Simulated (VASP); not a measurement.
Wanted: the native input for a VASP 6.6.1 run.

```
Task                   : relaxation of cell and atoms
Functional             : PBE
Potentials or basis    : VASP PAW PBE potentials, release 64 (Lu)
Cutoff                 : 600 eV
k mesh                 : 16 × 16 × 16
Occupations            : fermi-dirac, width 0.08 eV
Spin                   : no spin polarisation
Target pressure        : 51 GPa
Dipole correction      : no
Further INCAR settings : ALGO = Normal; EDIFF = 1e-06; IBRION = 2; EDIFFG = -0.005; NSW = 32; ISIF = 3
```

The structure of Lu lies in POSCAR:

```
Lu
1.0
    0.0000000000      2.0648203295      2.0648203295
    2.0648203295      0.0000000000      2.0648203295
    2.0648203295      2.0648203295      0.0000000000
Lu
1
Direct
    0.0000000000      0.0000000000      0.0000000000
```

These files were run (other wordings do the same):

INCAR

```
SYSTEM = Lu
PREC     = Accurate       ! precision mode
ENCUT    = 600            ! plane-wave cutoff, eV
EDIFF    = 1E-6           ! SCF threshold, eV
ISMEAR   = -1             ! smearing method
SIGMA    = 0.08           ! smearing width, eV
LREAL    = .False.        ! projectors in reciprocal space
LASPH    = .True.         ! aspherical terms in the spheres
NELM     = 100            ! most SCF steps
ALGO     = Normal         ! electronic algorithm
ISIF     = 3              ! what is computed and relaxed
LWAVE    = .False.        ! write WAVECAR
LCHARG   = .False.        ! write CHGCAR
GGA      = PE             ! functional
IBRION   = 2              ! ionic algorithm
NSW      = 32             ! ionic steps
EDIFFG   = -0.005         ! ionic threshold
PSTRESS  = 510.0
```

KPOINTS

```
Automatic mesh
0
Gamma
  16 16 16
  0 0 0
```

Potentials or basis: VASP PAW PBE potentials, release 64 (Lu).

Command:

```console
$ cat potpaw_PBE.64/Lu/POTCAR > POTCAR
$ mpirun -np 1 vasp_std > vasp.out
```

It gave:

```yaml
Relaxed_volume: 17.69 Å³/atom
Relaxed_cell: a = 2.925 Å, b = 2.925 Å, c = 2.925 Å, α = 60.00°, β = 60.00°, γ = 60.00°
Space_group_after_relaxing_to_0.05_Å: Fm-3m (No. 225)
Energy_change_on_relaxing_the_enthalpy_is_what_falls: -28.0 meV/atom
Ionic_steps: 4
Pressure_after_relaxing: 51.0 GPa
```

Caveat: the cell is relaxed towards a set pressure, so the enthalpy falls and the energy may rise.

Run time: 92 s on 1 thread of Intel(R) Xeon(R) Platinum 8259CL CPU @ 2.50GHz (Skylake/Cascade Lake), on a shared host, peak memory 0.19 GiB.
